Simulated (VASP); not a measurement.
Input of a VASP 6.6.1 run:

The input INCAR:

```
SYSTEM = Al3Te3H2
PREC = Accurate
ENCUT = 520
EDIFF = 1E-6
ISMEAR = 0
SIGMA = 0.1
LREAL = .FALSE.
LASPH = .TRUE.
NELM = 100
ALGO = Normal
ISIF = 2
LWAVE = .FALSE.
LCHARG = .FALSE.
GGA = PE
NBANDS = 24
```

KPOINTS

```
regular mesh
0
G
  8 8 8
  0 0 0
```

Contents of POSCAR:

```
Al3Te3H2
1.0
    5.5689293864      0.0000000000      0.0000000000
    0.0000000000      5.5689293864      0.0000000000
    0.0000000000      0.0000000000      5.5689293864
Al Te H
3 3 2
Direct
    0.0000000000      0.5000000000      0.5000000000
    0.5000000000      0.0000000000      0.5000000000
    0.5000000000      0.5000000000      0.0000000000
    0.5000000000      0.0000000000      0.0000000000
    0.0000000000      0.5000000000      0.0000000000
    0.0000000000      0.0000000000      0.5000000000
    0.0000000000      0.0000000000      0.0000000000
    0.5000000000      0.5000000000      0.5000000000
```

Potentials or basis: VASP PAW PBE potentials, release 64 (Al, Te, H).

Command:

```sh
$ cat potpaw_PBE.64/Al/POTCAR potpaw_PBE.64/Te/POTCAR potpaw_PBE.64/H/POTCAR > POTCAR
$ mpirun -np 1 vasp_std > vasp.out
```

Task: What does it give for the pressure?

Result: 0.0 GPa.

Task: Predict the band gap on the k mesh.

Result: Zero (an odd number of electrons rules out a gap without spin polarisation).

Caveat: spin-orbit coupling is left out, which moves the levels of the heavy elements; an odd number of electrons without spin polarisation forces a metal; a magnetic or distorted state may lie lower.
